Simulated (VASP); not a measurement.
# NaCl (Pm-3m) in VASP: further runs

Runs on NaCl. Level: PBE. Tasks: single point.

Program: VASP 6.6.1. These are calculated values, not measurements. Logs are shortened: lines on timing, memory, paths and dates and some standing lists are left out, and cuts for length are marked.

## Step 1: The cell of the first run

It takes space group Pm-3m (No. 221, cubic). Conventional cell: a = 3.505 Å, b = 3.505 Å, c = 3.505 Å, α = 90.00°, β = 90.00°, γ = 90.00°. Na (site symmetry m-3m) has 8 Cl at 3.04 Å and 6 Na at 3.51 Å within 4.0 Å. Within 4.0 Å of Cl (site symmetry m-3m) lie 8 Na at 3.04 Å and 6 Cl at 3.51 Å.

## Step 2: Single point, PBE

Contents of INCAR:

```
SYSTEM = NaCl
PREC = Accurate
ENCUT = 520
EDIFF = 1E-6
ISMEAR = 0
SIGMA = 0.02
LREAL = .False.
LASPH = .True.
NELM = 80
ALGO = Normal
ISIF = 2
LWAVE = .False.
LCHARG = .False.
GGA = PE
NBANDS = 14
```

Contents of KPOINTS:

```
Automatic mesh
0
Gamma
  6 6 6
  0 0 0
```

Contents of POSCAR:

```
NaCl
1.0
    3.5050044875      0.0000000000      0.0000000000
    0.0000000000      3.5050044875      0.0000000000
    0.0000000000      0.0000000000      3.5050044875
Na Cl
1 1
Direct
    0.0000000000      0.0000000000      0.0000000000
    0.5000000000      0.5000000000      0.5000000000
```

Potentials or basis: VASP PAW PBE potentials, release 64 (Na_pv, Cl).

Launch:

```
$ cat potpaw_PBE.64/Na_pv/POTCAR potpaw_PBE.64/Cl/POTCAR > POTCAR
$ mpirun -np 1 vasp_std > vasp.out
```

OUTCAR:

```text
SYSTEM = NaCl
   PREC = Accurate
   ENCUT = 520
   EDIFF = 1E-6
   ISMEAR = 0
   LREAL = .False.
   LASPH = .True.
   NELM = 80
   ISIF = 2
   GGA = PE

 ion  position               nearest neighbor table
   1  0.000  0.000  0.000-
   2  0.500  0.500  0.500-

  LATTYP: Found a simple cubic cell.
 ALAT       =     3.5050044875

  Lattice vectors:

 A1 = (   3.5050044875,   0.0000000000,   0.0000000000)
 A2 = (   0.0000000000,   3.5050044875,   0.0000000000)
 A3 = (   0.0000000000,   0.0000000000,   3.5050044875)

Analysis of symmetry for initial positions (statically):
=====================================================================
 Subroutine PRICEL returns:
 Original cell was already a primitive cell.

 Routine SETGRP: Setting up the symmetry group for a
 simple cubic supercell.

 Subroutine GETGRP returns: Found 48 space group operations
 (whereof 48 operations were pure point group operations)
 out of a pool of 48 trial point group operations.

The static configuration has the point symmetry O_h .

Analysis of symmetry for dynamics (positions and initial velocities):
=====================================================================
 Subroutine PRICEL returns:
 Original cell was already a primitive cell.

 Routine SETGRP: Setting up the symmetry group for a
 simple cubic supercell.

 Subroutine GETGRP returns: Found 48 space group operations
 (whereof 48 operations were pure point group operations)
 out of a pool of 48 trial point group operations.

The dynamic configuration has the point symmetry O_h .

 Subroutine INISYM returns: Found 48 space group operations
 (whereof 48 operations are pure point group operations),
 and found     1 'primitive' translations

----------------------------------------------------------------------------------------

                                     Primitive cell

  volume of cell :      43.0592

  direct lattice vectors                    reciprocal lattice vectors
     3.505004487  0.000000000  0.000000000     0.285306339  0.000000000  0.000000000
     0.000000000  3.505004487  0.000000000     0.000000000  0.285306339  0.000000000
     0.000000000  0.000000000  3.505004487     0.000000000  0.000000000  0.285306339

  length of vectors
     3.505004487  3.505004487  3.505004487     0.285306339  0.285306339  0.285306339

  position of ions in fractional coordinates (direct lattice)
     0.000000000  0.000000000  0.000000000
     0.500000000  0.500000000  0.500000000

  ion indices of the primitive-cell ions
   primitive index   ion index
                 1           1
                 2           2

----------------------------------------------------------------------------------------

 KPOINTS: Automatic mesh

Automatic generation of k-mesh.
 Grid dimensions read from file:
 generate k-points for:    6    6    6

 Generating k-lattice:

  Cartesian coordinates                     Fractional coordinates (reciprocal lattice)
     0.047551057  0.000000000  0.000000000     0.166666667  0.000000000  0.000000000
     0.000000000  0.047551057  0.000000000     0.000000000  0.166666667  0.000000000
     0.000000000  0.000000000  0.047551057     0.000000000  0.000000000  0.166666667

  Length of vectors
     0.047551057  0.047551057  0.047551057

  Shift w.r.t. Gamma in fractional coordinates (k-lattice)
     0.000000000  0.000000000  0.000000000

 Subroutine IBZKPT returns following result:
 ===========================================

 Found     20 irreducible k-points:

 Following reciprocal coordinates:
            Coordinates               Weight
  0.000000  0.000000  0.000000      1.000000
  0.166667  0.000000  0.000000      6.000000
  0.333333  0.000000  0.000000      6.000000
  0.500000  0.000000  0.000000      3.000000
  0.166667  0.166667  0.000000     12.000000
  0.333333  0.166667  0.000000     24.000000
[... 12 lines left out ...]
  0.500000  0.500000  0.333333      6.000000
  0.500000  0.500000  0.500000      1.000000
   k-points           NKPTS =     20   k-points in BZ     NKDIM =     20   number of bands    NBANDS=     14
   number of dos      NEDOS =    301   number of ions     NIONS =      2
   total plane-waves  NPLWV =  21952
   dimension x,y,z NGX =    28 NGY =   28 NGZ =   28
   dimension x,y,z NGXF=    56 NGYF=   56 NGZF=   56
   ions per type =               1   1
   NGX,Y,Z   is equivalent  to a cutoff of  13.28, 13.28, 13.28 a.u.
   NGXF,Y,Z  is equivalent  to a cutoff of  26.56, 26.56, 26.56 a.u.
 SYSTEM =  NaCl
   PREC   = accura    normal or accurate (medium, high low for compatibility)
   ISTART =      0    job   : 0-new  1-cont  2-samecut
   ICHARG =      2    charge: 1-file 2-atom 10-const
   ISPIN  =      1    spin polarized calculation?
   LNONCOLLINEAR =      F non collinear calculations
   LSORBIT =      F    spin-orbit coupling
   LASPH  =      T    aspherical Exc in radial PAW
   ENCUT  =  520.0 eV  38.22 Ry    6.18 a.u.   6.52  6.52  6.52*2*pi/ulx,y,z
   NELM   =     80;   NELMIN=  2; NELMDL= -5     # of ELM steps
   EDIFF  = 0.1E-05   stopping-criterion for ELM
   LREAL  =      F    real-space projection
   EDIFFG = 0.1E-04   stopping-criterion for IOM
   NSW    =      0    number of steps for IOM
   IBRION =     -1    ionic relax: 0-MD 1-quasi-New 2-CG
   NFREE  =      0    steps in history (QN), initial steepest desc. (CG)
   ISIF   =      2    stress and relaxation
   ISYM   =      2    0-nonsym 1-usesym 2-fastsym
   POTIM  = 0.5000    time-step for ionic-motion
   TEBEG  =    0.0;   TEEND  =   0.0 temperature during run
   PSTRESS=    0.0 pullay stress
   NELECT =      14.0000    total number of electrons
   NUPDOWN=      -1.0000    fix difference up-down
   EMIN   =  10.00;   EMAX   =-10.00  energy-range for DOS
   EFERMI =   0.00;   METHOD = LEGACY
   ISMEAR =     0;   SIGMA  =   0.02  broadening in eV -4-tet -1-fermi 0-gaus
   EFERMI_NEDOS =   21; number of points for ismear=-14 and -15
   IALGO  =     38    algorithm
   IMIX   =      4    mixing-type and parameters
     AMIX     =   0.40;   BMIX     =  1.00
     AMIX_MAG =   1.60;   BMIX_MAG =  1.00
  volume/ion in A,a.u.               =      21.53       145.29
  Fermi-wavevector in a.u.,A,eV,Ry     =   1.125716  2.127295 17.241807  1.267237
  Thomas-Fermi vector in A             =   2.262395
   LORBIT       =      0    0 simple, 1 ext, 2 COOP (PROOUT), +10 PAW based schemes
   GGA     = PE    functional components
   LHFCALC =     F    Hartree Fock is set to
   AEXX    =    0.0000 exact exchange contribution
   IVDW    =     0    specifies the selected vdW correction
   LEPSILON=     F    determine dielectric tensor
   LRPA    =     F    only Hartree local field effects (RPA)
 non-spin polarized calculation
 Gauss-broadening in eV      SIGMA  =   0.02
  energy-cutoff  :      520.00
  volume of cell :       43.06
 maximum number of plane-waves:      1189
 NGX is ok and might be reduce to    28
   NGX = 13   NGY = 13   NGZ = 13

 number of electron      13.9999981 magnetization

 Free energy of the ion-electron system (eV)
  ---------------------------------------------------
  ext. energy  EPLUGINS =         0.00000000
  ---------------------------------------------------
  free energy    TOTEN  =        -6.46846077 eV

  energy without entropy =       -6.46846077  energy(sigma->0) =       -6.46846077

 E-fermi :   0.5275     XC(G=0):  -8.4221

 val. band max:        0.4082883079   @ k =   0.5000   0.5000   0.0000
 cond. band min:       4.3786317845   @ k =   0.0000   0.0000   0.0000
 fundamental gap:      3.9703434766
 Fermi energy:         0.5275275339

 k-point     1 :       0.0000    0.0000    0.0000
  band No.  band energies     occupation
      1     -21.6685      2.00000
      2     -21.6685      2.00000
      3     -21.6685      2.00000
      4     -12.9599      2.00000
      5      -0.0804      2.00000
      6      -0.0804      2.00000
      7      -0.0804      2.00000
      8       4.3786      0.00000
      9       8.9900      0.00000
     10       8.9900      0.00000
     11      16.0736      0.00000
     12      16.0739      0.00000
     13      16.0866      0.00000
     14      16.3126      0.00000

 k-point     2 :       0.1667    0.0000    0.0000
  band No.  band energies     occupation
      1     -21.6786      2.00000
      2     -21.6676      2.00000
      3     -21.6676      2.00000
      4     -12.8762      2.00000
      5      -0.8689      2.00000
      6      -0.0244      2.00000
      7      -0.0244      2.00000
      8       5.1047      0.00000
      9       9.2922      0.00000
     10       9.5119      0.00000
     11      14.2661      0.00000
     12      14.2661      0.00000
     13      15.4770      0.00000
     14      16.5187      0.00000

 k-point     3 :       0.3333    0.0000    0.0000
  band No.  band energies     occupation
      1     -21.6987      2.00000
      2     -21.6658      2.00000
      3     -21.6658      2.00000
      4     -12.6993      2.00000
      5      -2.0372      2.00000
      6       0.0923      2.00000
      7       0.0923      2.00000
      8       6.3903      0.00000
      9       9.6577      0.00000
     10      10.1404      0.00000
     11      12.7886      0.00000
     12      12.7886      0.00000
     13      14.8049      0.00000
     14      16.2569      0.00000
[... 256 lines left out ...]
 k-point    19 :       0.5000    0.5000    0.3333
  band No.  band energies     occupation
      1     -21.6961      2.00000
      2     -21.6961      2.00000
      3     -21.6865      2.00000
      4     -12.1417      2.00000
      5      -1.5411      2.00000
      6      -1.5411      2.00000
      7      -1.0322      2.00000
      8       6.9972      0.00000
      9       8.1462      0.00000
     10       8.1462      0.00000
     11      13.1402      0.00000
     12      14.2002      0.00000
     13      15.8586      0.00000
     14      15.8586      0.00000

 k-point    20 :       0.5000    0.5000    0.5000
  band No.  band energies     occupation
      1     -21.6947      2.00000
      2     -21.6947      2.00000
      3     -21.6947      2.00000
      4     -12.0710      2.00000
      5      -1.4286      2.00000
      6      -1.4286      2.00000
      7      -1.4286      2.00000
      8       7.5298      0.00000
      9       7.5298      0.00000
     10       7.5298      0.00000
     11      12.0386      0.00000
     12      16.2676      0.00000
     13      16.2676      0.00000
     14      16.2676      0.00000

------------------------ aborting loop because EDIFF is reached ----------------------------------------

  FORCE on cell =-STRESS in cart. coord.  units (eV):
  Direction    XX          YY          ZZ          XY          YZ          ZX
  --------------------------------------------------------------------------------------
  -------------------------------------------------------------------------------------
  Total       -0.0005822     -0.0005822     -0.0005822      0.0000000     -0.0000000      0.0000000
  in kB       -0.0216614     -0.0216614     -0.0216614      0.0000000     -0.0000000      0.0000000
  external PRESSURE =      -0.0216614 kB  Pullay stress =       0.0000000 kB

 VOLUME and BASIS-vectors are now :
 -----------------------------------------------------------------------------
  energy-cutoff  :      520.00
  volume of cell :       43.06
      direct lattice vectors                 reciprocal lattice vectors
     3.505004487  0.000000000  0.000000000     0.285306339  0.000000000  0.000000000
     0.000000000  3.505004487  0.000000000     0.000000000  0.285306339  0.000000000
     0.000000000  0.000000000  3.505004487     0.000000000  0.000000000  0.285306339

 POSITION                                       TOTAL-FORCE (eV/Angst)
 -----------------------------------------------------------------------------------
      0.00000      0.00000      0.00000         0.000000      0.000000      0.000000
      1.75250      1.75250      1.75250         0.000000      0.000000      0.000000
 -----------------------------------------------------------------------------------
    total drift:                               -0.000000      0.000000      0.000000

  FREE ENERGIE OF THE ION-ELECTRON SYSTEM (eV)
  ---------------------------------------------------
  free  energy   TOTEN  =        -6.4684607695 eV

  energy  without entropy=       -6.4684607695  energy(sigma->0) =       -6.46846077
```

Run time: 6.9 s. Hardware: 1 thread of AMD EPYC 9R45 (Zen 5), shared host; peak memory 0.12 GiB.

Results:

```yaml
Free_energy: -6.4685 eV
Pressure: 0.0 GPa
Band_gap_on_the_k_mesh: 3.97 eV, indirect (least direct gap 4.46 eV)
```

Levels at points of the mesh, in eV from the valence-band top:
```
           k point  band 3  band 4  band 5  band 6  band 7  band 8  band 9  band 10  band 11  band 12
(0.00, 0.00, 0.00)  -22.08  -13.37   -0.49   -0.49   -0.49    3.97    8.58     8.58    15.67    15.67
(0.50, 0.00, 0.00)  -22.07  -13.01   -2.93   -0.26   -0.26    6.91    8.55    10.51    11.84    11.84
(0.50, 0.50, 0.00)  -22.07  -12.75   -2.25   -2.25    0.00    5.54    9.88    11.01    11.01    12.60
(0.50, 0.50, 0.50)  -22.10  -12.48   -1.84   -1.84   -1.84    7.12    7.12     7.12    11.63    15.86
```

## Step 3: Single point, PBE (volume scaled by 1.03)

Contents of INCAR:

```
  PREC = Accurate
  ENCUT = 520
  EDIFF = 1E-6
  ISMEAR = 0
  SIGMA = 0.02
  LREAL = F
  LASPH = T
  NELM = 80
  ALGO = Normal
  ISIF = 2
  LWAVE = F
  LCHARG = T
  GGA = PE
  LELF = T
  LVHAR = T
  NBANDS = 14
```

Contents of KPOINTS:

```
regular mesh
0
Gamma
  6 6 6
```

Contents of POSCAR:

```
NaCl
1.0
    3.5397097593      0.0000000000      0.0000000000
    0.0000000000      3.5397097593      0.0000000000
    0.0000000000      0.0000000000      3.5397097593
Na Cl
1 1
Direct
    0.0000000000      0.0000000000      0.0000000000
    0.5000000000      0.5000000000      0.5000000000
```

Potentials or basis: VASP PAW PBE potentials, release 64 (Na_pv, Cl).

Launch:

```
$ cat potpaw_PBE.64/Na_pv/POTCAR potpaw_PBE.64/Cl/POTCAR > POTCAR
$ mpirun -np 1 vasp_std > vasp.out
```

OUTCAR:

```text
PREC = Accurate
   ENCUT = 520
   EDIFF = 1E-6
   ISMEAR = 0
   LREAL = F
   LASPH = T
   NELM = 80
   ISIF = 2
   GGA = PE

 ion  position               nearest neighbor table
   1  0.000  0.000  0.000-
   2  0.500  0.500  0.500-

  LATTYP: Found a simple cubic cell.
 ALAT       =     3.5397097593

  Lattice vectors:

 A1 = (   3.5397097593,   0.0000000000,   0.0000000000)
[... 517 lines left out ...]
     13      15.7861      0.00000
     14      15.7861      0.00000

------------------------ aborting loop because EDIFF is reached ----------------------------------------

  FORCE on cell =-STRESS in cart. coord.  units (eV):
  Direction    XX          YY          ZZ          XY          YZ          ZX
  --------------------------------------------------------------------------------------
  -------------------------------------------------------------------------------------
  Total       -0.1977677     -0.1977677     -0.1977677      0.0000000     -0.0000000      0.0000000
  in kB       -7.1443550     -7.1443550     -7.1443550      0.0000000     -0.0000000      0.0000000
  external PRESSURE =      -7.1443550 kB  Pullay stress =       0.0000000 kB

 VOLUME and BASIS-vectors are now :
 -----------------------------------------------------------------------------
  energy-cutoff  :      520.00
  volume of cell :       44.35
      direct lattice vectors                 reciprocal lattice vectors
     3.539709759  0.000000000  0.000000000     0.282509038  0.000000000  0.000000000
     0.000000000  3.539709759  0.000000000     0.000000000  0.282509038  0.000000000
     0.000000000  0.000000000  3.539709759     0.000000000  0.000000000  0.282509038

 POSITION                                       TOTAL-FORCE (eV/Angst)
 -----------------------------------------------------------------------------------
      0.00000      0.00000      0.00000         0.000000      0.000000      0.000000
      1.76985      1.76985      1.76985         0.000000      0.000000      0.000000
 -----------------------------------------------------------------------------------
    total drift:                                0.000000      0.000000      0.000000

  FREE ENERGIE OF THE ION-ELECTRON SYSTEM (eV)
  ---------------------------------------------------
  free  energy   TOTEN  =        -6.4659032083 eV

  energy  without entropy=       -6.4659032083  energy(sigma->0) =       -6.46590321
```

Wall time 7.2 s (1 thread of AMD EPYC 9R45 (Zen 5), shared host); peak memory 0.12 GiB.

What came out:

```
Free energy            : -6.4659 eV
Pressure               : -0.7 GPa
Band gap on the k mesh : 3.87 eV, indirect (least direct gap 4.34 eV)
```

## Step 4: Single point, PBE (volume scaled by 1.06)

Contents of INCAR:

```
ALGO = Normal ; EDIFF = 1E-6
ENCUT = 520 ; GGA = PE
ISIF = 2 ; ISMEAR = 0
LASPH = True ; LCHARG = True
LELF = True ; LREAL = False
LVHAR = True ; LWAVE = False
NBANDS = 14 ; NELM = 100
PREC = Accurate ; SIGMA = 0.02
```

Contents of KPOINTS:

```
k-points
0
Gamma
  6 6 6
```

Contents of POSCAR:

```
NaCl
1.0
    3.5737475181      0.0000000000      0.0000000000
    0.0000000000      3.5737475181      0.0000000000
    0.0000000000      0.0000000000      3.5737475181
Na Cl
1 1
Direct
    0.0000000000      0.0000000000      0.0000000000
    0.5000000000      0.5000000000      0.5000000000
```

Launch:

```
$ cat potpaw_PBE.64/Na_pv/POTCAR potpaw_PBE.64/Cl/POTCAR > POTCAR
$ mpirun -np 1 vasp_std > vasp.out
```

Run time: 7.2 s. Hardware: 1 thread of AMD EPYC 9R45 (Zen 5), shared host; peak memory 0.12 GiB.

Results (log left out):

```yaml
Free_energy: -6.4580 eV
Pressure: -1.3 GPa
Band_gap_on_the_k_mesh: 3.79 eV, indirect (least direct gap 4.23 eV)
```

Levels at points of the mesh, in eV from the valence-band top:
```
           k point  band 3  band 4  band 5  band 6  band 7  band 8  band 9  band 10  band 11  band 12
(0.00, 0.00, 0.00)  -22.15  -13.18   -0.44   -0.44   -0.44    3.79    8.63     8.63    15.12    15.12
(0.50, 0.00, 0.00)  -22.14  -12.88   -2.68   -0.23   -0.23    6.73    8.16    10.52    11.69    11.69
(0.50, 0.50, 0.00)  -22.14  -12.65   -2.06   -2.06    0.00    5.53    9.75    10.63    10.63    12.50
(0.50, 0.50, 0.50)  -22.17  -12.42   -1.67   -1.67   -1.67    7.11    7.11     7.11    11.17    15.31
```

## Step 5: Overview

```tsv
cell	gap on the mesh (eV)	pressure (GPa)
a = 3.505 Å, 2 atoms	3.97	0.0
a = 3.540 Å, 2 atoms	3.87	-0.7
a = 3.574 Å, 2 atoms	3.79	-1.3
```

Alike in all rows: task single point; level PBE; potentials or basis VASP PAW PBE potentials, release 64 (Na_pv, Cl); no spin polarisation; k mesh 6 × 6 × 6; cutoff (eV) 520; smearing gaussian 0.02 eV.

Absolute energies hang on the potentials; compare differences alone.
